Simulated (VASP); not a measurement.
# Si4HF in VASP: single point with PBE+D3(BJ)

Aim: the single point of Si4HF with PBE+D3(BJ).

Program: VASP 6.6.1. These are calculated values, not measurements. Logs are shortened: lines on timing, memory, paths and dates and some standing lists are left out, and cuts for length are marked.

## 1. The cell of the first run

The cell holds a slab with vacuum, 48 atoms: a = 7.667 Å, b = 10.843 Å, c = 24.253 Å, α = 90.00°, β = 90.00°, γ = 90.00°.

## 2. Single point, PBE+D3(BJ)

The input, INCAR:

```
PREC = Accurate
ENCUT = 520
EDIFF = 1E-7
ISMEAR = 0
SIGMA = 0.05
LREAL = Auto
LASPH = T
NELM = 80
ALGO = Normal
ISIF = 2
LWAVE = F
LCHARG = F
LDIPOL = T
IDIPOL = 3
DIPOL = 0.5 0.5 0.502
GGA = PE
IVDW = 12
NBANDS = 126
NCORE = 4
```

The input, KPOINTS:

```
regular mesh
0
Gamma
  2 2 1
```

The input, POSCAR:

```
Si4HF
1.0
    7.6671877225      0.0000000000      0.0000000000
    0.0000000000     10.8430408624      0.0000000000
    0.0000000000      0.0000000000     24.2525445641
Si F H
32 8 8
Direct
    0.2500000000      0.5000000000      0.3845534093
    0.2500000000      0.0000000000      0.3845534093
    0.7500000000      0.5000000000      0.3845534093
    0.7500000000      0.0000000000      0.3845534093
    0.5000000000      0.6250000000      0.3845534093
    0.5000000000      0.1250000000      0.3845534093
    0.0000000000      0.6250000000      0.3845534093
    0.0000000000      0.1250000000      0.3845534093
    0.5000000000      0.7500000000      0.4635882885
    0.5000000000      0.2500000000      0.4635882885
    0.0000000000      0.7500000000      0.4635882885
    0.0000000000      0.2500000000      0.4635882885
    0.7500000000      0.8750000000      0.4635882885
    0.7500000000      0.3750000000      0.4635882885
    0.2500000000      0.8750000000      0.4635882885
    0.2500000000      0.3750000000      0.4635882885
    0.7500000000      0.0002899297      0.5423440602
    0.7500000000      0.5002899297      0.5423440602
    0.2500000000      0.0002899297      0.5423440602
    0.2500000000      0.5002899297      0.5423440602
    0.0000000000      0.1247100703      0.5423440602
    0.0000000000      0.6247100703      0.5423440602
    0.5000000000      0.1247100703      0.5423440602
    0.5000000000      0.6247100703      0.5423440602
    0.0000000000      0.2505740210      0.6210337793
    0.0000000000      0.7505740210      0.6210337793
    0.5000000000      0.2505740210      0.6210337793
    0.5000000000      0.7505740210      0.6210337793
    0.2500000000      0.3744259790      0.6210337793
    0.2500000000      0.8744259790      0.6210337793
    0.7500000000      0.3744259790      0.6210337793
    0.7500000000      0.8744259790      0.6210337793
    0.2500000000      0.4135866007      0.3301064176
    0.2500000000      0.9135866007      0.3301064176
    0.7500000000      0.4135866007      0.3301064176
    0.7500000000      0.9135866007      0.3301064176
    0.5000000000      0.7114133993      0.3301064176
    0.5000000000      0.2114133993      0.3301064176
    0.0000000000      0.7114133993      0.3301064176
    0.0000000000      0.2114133993      0.3301064176
    0.0000000000      0.1693277570      0.6712590553
    0.0000000000      0.6693277570      0.6712590553
    0.5000000000      0.1693277570      0.6712590553
    0.5000000000      0.6693277570      0.6712590553
    0.2500000000      0.4556722430      0.6712590553
    0.2500000000      0.9556722430      0.6712590553
    0.7500000000      0.4556722430      0.6712590553
    0.7500000000      0.9556722430      0.6712590553
```

Potentials or basis: VASP PAW PBE potentials, release 64 (Si, F, H).

Started as:

```bash
$ cat potpaw_PBE.64/Si/POTCAR potpaw_PBE.64/F/POTCAR potpaw_PBE.64/H/POTCAR > POTCAR
$ mpirun -np 4 vasp_std > vasp.out
```

OUTCAR:

```text
PREC = Accurate
   ENCUT = 520
   EDIFF = 1E-7
   ISMEAR = 0
   LREAL = Auto
   LASPH = T
   NELM = 80
   ISIF = 2
   GGA = PE
   IVDW = 12
 IVDW          = 12

 ion  position               nearest neighbor table
   1  0.250  0.500  0.385-  33 1.62  16 2.35   5 2.35   7 2.35
   2  0.250  0.000  0.385-  34 1.62  15 2.35   6 2.35   8 2.35
   3  0.750  0.500  0.385-  35 1.62  14 2.35   5 2.35   7 2.35
   4  0.750  0.000  0.385-  36 1.62  13 2.35   6 2.35   8 2.35
   5  0.500  0.625  0.385-  37 1.62   9 2.35   1 2.35   3 2.35
   6  0.500  0.125  0.385-  38 1.62  10 2.35   2 2.35   4 2.35
[... 24 lines left out ...]
  31  0.750  0.374  0.621-  47 1.50  27 2.34  25 2.34  18 2.35
  32  0.750  0.874  0.621-  48 1.50  28 2.34  26 2.34  17 2.35
  33  0.250  0.414  0.330-   1 1.62
  34  0.250  0.914  0.330-   2 1.62
  35  0.750  0.414  0.330-   3 1.62
  36  0.750  0.914  0.330-   4 1.62
  37  0.500  0.711  0.330-   5 1.62
  38  0.500  0.211  0.330-   6 1.62
[... 8 lines left out ...]
  47  0.750  0.456  0.671-  31 1.50
  48  0.750  0.956  0.671-  32 1.50

  LATTYP: Found a simple orthorhombic cell.
 ALAT       =     7.6671877225
 B/A-ratio  =     1.4142135624
 C/A-ratio  =     3.1631603975

  Lattice vectors:

 A1 = (   7.6671877225,   0.0000000000,   0.0000000000)
 A2 = (   0.0000000000,  10.8430408624,   0.0000000000)
 A3 = (   0.0000000000,   0.0000000000,  24.2525445641)

Analysis of symmetry for initial positions (statically):
=====================================================================
 Subroutine PRICEL returns following result:

  LATTYP: Found a simple orthorhombic cell.
 ALAT       =     3.8335938612
 B/A-ratio  =     1.4142135624
 C/A-ratio  =     6.3263207950

  Lattice vectors:

 A1 = (   3.8335938612,   0.0000000000,   0.0000000000)
 A2 = (   0.0000000000,   5.4215204312,   0.0000000000)
 A3 = (   0.0000000000,   0.0000000000,  24.2525445641)

   4 primitive cells build up your supercell.

 Routine SETGRP: Setting up the symmetry group for a
 simple orthorhombic supercell.

 Subroutine GETGRP returns: Found  4 space group operations
 (whereof  2 operations were pure point group operations)
 out of a pool of  8 trial point group operations.

The static configuration has the point symmetry C_1h.
 The point group associated with its full space group is C_2v.

Analysis of symmetry for dynamics (positions and initial velocities):
=====================================================================
 Subroutine PRICEL returns following result:

  LATTYP: Found a simple orthorhombic cell.
 ALAT       =     3.8335938612
 B/A-ratio  =     1.4142135624
 C/A-ratio  =     6.3263207950

  Lattice vectors:

 A1 = (   3.8335938612,   0.0000000000,   0.0000000000)
 A2 = (   0.0000000000,   5.4215204312,   0.0000000000)
 A3 = (   0.0000000000,   0.0000000000,  24.2525445641)

   4 primitive cells build up your supercell.

 Routine SETGRP: Setting up the symmetry group for a
 simple orthorhombic supercell.

 Subroutine GETGRP returns: Found  4 space group operations
 (whereof  2 operations were pure point group operations)
 out of a pool of  8 trial point group operations.

The dynamic configuration has the point symmetry C_1h.
 The point group associated with its full space group is C_2v.

 Subroutine INISYM returns: Found  4 space group operations
 (whereof  2 operations are pure point group operations),
 and found     4 'primitive' translations

----------------------------------------------------------------------------------------

                                     Primitive cell

  volume of cell :     504.0626

  direct lattice vectors                    reciprocal lattice vectors
     3.833593861  0.000000000  0.000000000     0.260851837  0.000000000  0.000000000
     0.000000000  5.421520431  0.000000000     0.000000000  0.184450103  0.000000000
     0.000000000  0.000000000 24.252544564     0.000000000  0.000000000  0.041232787

  length of vectors
     3.833593861  5.421520431 24.252544564     0.260851837  0.184450103  0.041232787

  position of ions in fractional coordinates (direct lattice)
     0.500000000  0.000000000  0.384553409
     0.000000000  0.250000000  0.384553409
     0.000000000  0.500000000  0.463588288
     0.500000000  0.750000000  0.463588288
     0.500000000  0.000579859  0.542344060
     0.000000000  0.249420141  0.542344060
     0.000000000  0.501148042  0.621033779
     0.500000000  0.748851958  0.621033779
     0.500000000  0.827173201  0.330106418
     0.000000000  0.422826799  0.330106418
     0.000000000  0.338655514  0.671259055
     0.500000000  0.911344486  0.671259055

  ion indices of the primitive-cell ions
   primitive index   ion index
                 1           1
                 2           5
                 3           9
                 4          16
                 5          20
                 6          22
                 7          25
                 8          29
                 9          33
                10          37
                11          42
                12          45

----------------------------------------------------------------------------------------

 KPOINTS: regular mesh

Automatic generation of k-mesh.
 Grid dimensions read from file:
 generate k-points for:    2    2    1

 Generating k-lattice:

  Cartesian coordinates                     Fractional coordinates (reciprocal lattice)
     0.065212959  0.000000000  0.000000000     0.500000000  0.000000000  0.000000000
     0.000000000  0.046112526  0.000000000     0.000000000  0.500000000  0.000000000
     0.000000000  0.000000000  0.041232787     0.000000000  0.000000000  1.000000000

  Length of vectors
     0.065212959  0.046112526  0.041232787

  Shift w.r.t. Gamma in fractional coordinates (k-lattice)
     0.000000000  0.000000000  0.000000000

 Subroutine IBZKPT returns following result:
 ===========================================

 Found      4 irreducible k-points:

 Following reciprocal coordinates:
            Coordinates               Weight
  0.000000  0.000000  0.000000      1.000000
  0.500000  0.000000  0.000000      1.000000
  0.000000  0.500000  0.000000      1.000000
  0.500000  0.500000  0.000000      1.000000
   k-points           NKPTS =      4   k-points in BZ     NKDIM =      4   number of bands    NBANDS=    126
   number of dos      NEDOS =    301   number of ions     NIONS =     48
   total plane-waves  NPLWV = 907200
   dimension x,y,z NGX =    60 NGY =   84 NGZ =  180
   dimension x,y,z NGXF=   120 NGYF=  168 NGZF=  360
   ions per type =              32   8   8
   NGX,Y,Z   is equivalent  to a cutoff of  13.01, 12.88, 12.34 a.u.
   NGXF,Y,Z  is equivalent  to a cutoff of  26.02, 25.76, 24.68 a.u.
 SYSTEM =  unknown system
   PREC   = accura    normal or accurate (medium, high low for compatibility)
   ISTART =      0    job   : 0-new  1-cont  2-samecut
   ICHARG =      2    charge: 1-file 2-atom 10-const
   ISPIN  =      1    spin polarized calculation?
   LNONCOLLINEAR =      F non collinear calculations
   LSORBIT =      F    spin-orbit coupling
   LASPH  =      T    aspherical Exc in radial PAW
   ENCUT  =  520.0 eV  38.22 Ry    6.18 a.u.  14.26 20.16 45.09*2*pi/ulx,y,z
   NELM   =     80;   NELMIN=  2; NELMDL= -5     # of ELM steps
   EDIFF  = 0.1E-06   stopping-criterion for ELM
   LREAL  =      T    real-space projection
   EDIFFG = 0.1E-05   stopping-criterion for IOM
   NSW    =      0    number of steps for IOM
   IBRION =     -1    ionic relax: 0-MD 1-quasi-New 2-CG
   NFREE  =      0    steps in history (QN), initial steepest desc. (CG)
   ISIF   =      2    stress and relaxation
   ISYM   =      2    0-nonsym 1-usesym 2-fastsym
   POTIM  = 0.5000    time-step for ionic-motion
   TEBEG  =    0.0;   TEEND  =   0.0 temperature during run
   PSTRESS=    0.0 pullay stress
   NELECT =     192.0000    total number of electrons
   NUPDOWN=      -1.0000    fix difference up-down
   EMIN   =  10.00;   EMAX   =-10.00  energy-range for DOS
   EFERMI =   0.00;   METHOD = LEGACY
   ISMEAR =     0;   SIGMA  =   0.05  broadening in eV -4-tet -1-fermi 0-gaus
   EFERMI_NEDOS =   21; number of points for ismear=-14 and -15
   IALGO  =     38    algorithm
   IMIX   =      4    mixing-type and parameters
     AMIX     =   0.40;   BMIX     =  1.00
     AMIX_MAG =   1.60;   BMIX_MAG =  1.00
  volume/ion in A,a.u.               =      42.01       283.47
  Fermi-wavevector in a.u.,A,eV,Ry     =   0.747585  1.412730  7.604063  0.558883
  Thomas-Fermi vector in A             =   1.843674
   LORBIT       =      0    0 simple, 1 ext, 2 COOP (PROOUT), +10 PAW based schemes
   GGA     = PE    functional components
   LHFCALC =     F    Hartree Fock is set to
   AEXX    =    0.0000 exact exchange contribution
   IVDW    =    12    specifies the selected vdW correction
   LEPSILON=     F    determine dielectric tensor
   LRPA    =     F    only Hartree local field effects (RPA)
 non-spin polarized calculation
 Gauss-broadening in eV      SIGMA  =   0.05
  energy-cutoff  :      520.00
  volume of cell :     2016.25
 maximum number of plane-waves:     54352
 NGX is ok and might be reduce to    60
   NGX = 29   NGY = 41   NGZ = 91

 number of electron     192.0000001 magnetization

 dipolmoment           0.000000      0.000000     -0.879679 electrons x Angstroem

 Free energy of the ion-electron system (eV)
  ---------------------------------------------------
  ext. energy  EPLUGINS =         0.00000000
  ---------------------------------------------------
  free energy    TOTEN  =      -241.14403054 eV

  energy without entropy =     -241.14403054  energy(sigma->0) =     -241.14403054

 E-fermi :  -1.3636     XC(G=0):  -4.0050

 val. band max:       -1.6128957407   @ k =   0.0000   0.0000   0.0000
 cond. band min:      -0.5637956416   @ k =   0.0000   0.0000   0.0000
 fundamental gap:      1.0491000991
 Fermi energy:        -1.3636223860

 k-point     1 :       0.0000    0.0000    0.0000
  band No.  band energies     occupation
      1     -26.0815      2.00000
      2     -26.0414      2.00000
      3     -25.9965      2.00000
      4     -25.9965      2.00000
      5     -25.9962      2.00000
      6     -25.9962      2.00000
[... 433 lines left out ...]
    107       0.9603      0.00000
    108       0.9603      0.00000
 [bands above 108 left out]

------------------------ aborting loop because EDIFF is reached ----------------------------------------

 vacuum level on the upper side and lower side of the slab       (xc-potential included)        -0.953         0.919

 Edisp (eV)   -8.29032

 E8    (eV) :    -3.4304

  FORCE on cell =-STRESS in cart. coord.  units (eV):
  Direction    XX          YY          ZZ          XY          YZ          ZX
  --------------------------------------------------------------------------------------
  -------------------------------------------------------------------------------------
  Total       7.56304     0.23074     2.14372     0.00000     0.00000     0.00000
  in kB       6.00984     0.18336     1.70347     0.00000     0.00000     0.00000
  external pressure =        2.63 kB  Pullay stress =        0.00 kB

 VOLUME and BASIS-vectors are now :
 -----------------------------------------------------------------------------
  energy-cutoff  :      520.00
  volume of cell :     2016.25
      direct lattice vectors                 reciprocal lattice vectors
     7.667187722  0.000000000  0.000000000     0.130425918  0.000000000  0.000000000
     0.000000000 10.843040862  0.000000000     0.000000000  0.092225051  0.000000000
     0.000000000  0.000000000 24.252544564     0.000000000  0.000000000  0.041232787

 POSITION                                       TOTAL-FORCE (eV/Angst)
 -----------------------------------------------------------------------------------
      1.91680      5.42152      9.32640        -0.000000      0.287641      0.101671
      1.91680      0.00000      9.32640        -0.000000      0.287641      0.101671
      5.75039      5.42152      9.32640        -0.000000      0.287641      0.101671
      5.75039      0.00000      9.32640        -0.000000      0.287641      0.101671
      3.83359      6.77690      9.32640         0.000000     -0.287641      0.101671
      3.83359      1.35538      9.32640        -0.000000     -0.287641      0.101671
[... 40 lines left out ...]
      5.75039      4.94087     16.27974        -0.000000     -0.006092     -0.007452
      5.75039     10.36239     16.27974        -0.000000     -0.006092     -0.007452
 -----------------------------------------------------------------------------------
    total drift:                                0.000000      0.000000     -0.006093

  FREE ENERGIE OF THE ION-ELECTRON SYSTEM (eV)
  ---------------------------------------------------
  free  energy   TOTEN  =      -249.4343476130 eV

  energy  without entropy=     -249.4343476130  energy(sigma->0) =     -249.43434761

 vacuum level on the upper side and lower side of the slab         2.944         4.859
```

Run time: 19 min. Hardware: 4 MPI ranks of Oxide Virtual Turin-like, shared host; peak memory 0.63 GiB.

What came out:

| Quantity | Value |
| --- | --- |
| Free energy | -249.4343 eV |
| Largest force | 0.305 eV/Å |
| Band gap on the k mesh | 1.05 eV |
| Dispersion energy per atom | -0.173 eV |

Forces on the atoms (eV/Å):
```
Si   0.000  0.288  0.102
Si   0.000  0.288  0.102
Si   0.000  0.288  0.102
Si   0.000  0.288  0.102
Si   0.000 -0.288  0.102
Si   0.000 -0.288  0.102
Si   0.000 -0.288  0.102
Si   0.000 -0.288  0.102
Si   0.000  0.003  0.065
Si   0.000  0.003  0.065
Si   0.000  0.003  0.065
Si   0.000  0.003  0.065
Si   0.000 -0.003  0.065
Si   0.000 -0.003  0.065
Si   0.000 -0.003  0.065
Si   0.000 -0.003  0.065
Si   0.000 -0.005  0.002
Si   0.000 -0.005  0.002
Si   0.000 -0.005  0.002
Si   0.000 -0.005  0.002
Si   0.000  0.005  0.002
Si   0.000  0.005  0.002
Si   0.000  0.005  0.002
Si   0.000  0.005  0.002
Si   0.000 -0.006  0.007
Si   0.000 -0.006  0.007
Si   0.000 -0.006  0.007
Si   0.000 -0.006  0.007
Si   0.000  0.006  0.007
Si   0.000  0.006  0.007
Si   0.000  0.006  0.007
Si   0.000  0.006  0.007
F    0.000 -0.121 -0.169
F    0.000 -0.121 -0.169
F    0.000 -0.121 -0.169
F    0.000 -0.121 -0.169
F    0.000  0.121 -0.169
F    0.000  0.121 -0.169
F    0.000  0.121 -0.169
F    0.000  0.121 -0.169
H    0.000  0.006 -0.007
H    0.000  0.006 -0.007
H    0.000  0.006 -0.007
H    0.000  0.006 -0.007
H    0.000 -0.006 -0.007
H    0.000 -0.006 -0.007
H    0.000 -0.006 -0.007
H    0.000 -0.006 -0.007
```

Levels at points of the mesh, in eV from the valence-band top:
| k point | band 92 | band 93 | band 94 | band 95 | band 96 | band 97 | band 98 | band 99 | band 100 | band 101 |
| --- | --- | --- | --- | --- | --- | --- | --- | --- | --- | --- |
| (0.00, 0.00, 0.00) | -1.24 | -1.08 | -0.66 | -0.54 | 0.00 | 1.05 | 1.39 | 1.39 | 1.49 | 1.56 |
| (0.50, 0.00, 0.00) | -1.37 | -1.37 | -1.37 | -1.28 | -1.28 | 1.31 | 1.31 | 1.91 | 1.91 | 2.33 |
| (0.00, 0.50, 0.00) | -1.22 | -0.81 | -0.81 | -0.42 | -0.42 | 1.21 | 1.21 | 1.80 | 1.80 | 1.92 |
| (0.50, 0.50, 0.00) | -1.49 | -1.13 | -1.13 | -1.13 | -1.13 | 1.82 | 1.82 | 1.82 | 1.82 | 2.24 |
